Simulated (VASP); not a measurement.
Runs of VASP 6.6.1 on HfB2. The structure is that of space group P6/mmm (No. 191), or close to it. The cells are those of the table. 

```csv
task,cell,gap on the mesh (eV),pressure (GPa)
single point,"a = 3.127, b = 3.127, c = 3.461 Å, angles 90.0, 90.0, 120.0°, 3 atoms",none,(a)
relaxation of cell and atoms,"relaxed to 10 GPa from a = 3.140, b = 3.140, c = 3.480 Å, angles 90.0, 90.0, 120.0°, 3 atoms",none,9.9
single point,"a = 3.138, b = 3.138, c = 3.477 Å, angles 90.0, 90.0, 120.0°, 3 atoms",none,1.6
relaxation of cell and atoms,"relaxed to 5 GPa from a = 3.140, b = 3.140, c = 3.480 Å, angles 90.0, 90.0, 120.0°, 3 atoms",none,5.0
relaxation of cell and atoms,"relaxed to -2 GPa from a = 3.140, b = 3.140, c = 3.480 Å, angles 90.0, 90.0, 120.0°, 3 atoms",none,-2.0
single point,"a = 3.153, b = 3.153, c = 3.499 Å, angles 90.0, 90.0, 120.0°, 3 atoms",none,-2.4
single point,"a = 3.145, b = 3.145, c = 3.488 Å, angles 90.0, 90.0, 120.0°, 3 atoms",none,-0.4
relaxation of cell and atoms,"relaxed to 2 GPa from a = 3.140, b = 3.140, c = 3.480 Å, angles 90.0, 90.0, 120.0°, 3 atoms",none,2.0
single point,"a = 3.109, b = 3.109, c = 3.437 Å, angles 90.0, 90.0, 120.0°, 3 atoms",none,(b)
relaxation of cell and atoms,"relaxed from a = 3.140, b = 3.140, c = 3.480 Å, angles 90.0, 90.0, 120.0°, 3 atoms",none,0.0
```

Alike in all rows: level PBE; potentials or basis VASP PAW PBE potentials, release 64 (Hf_pv, B); no spin polarisation; k mesh 11 × 11 × 9; cutoff (eV) 500; smearing fermi-dirac 0.15 eV.

Problem. Fill in the values left out.

Solution. (a) 4.7; (b) 9.7.

Caveats: spin-orbit coupling is left out, which moves the levels of the heavy elements; the cell is relaxed towards a set pressure, so the run minimises the enthalpy, not the energy (at least some runs); the cell stands under pressure (at least some runs).

A k mesh can miss the band edges, and the runs leave out spin-orbit coupling on Hf.

A gap of «none» marks levels without a gap at the run's occupations.
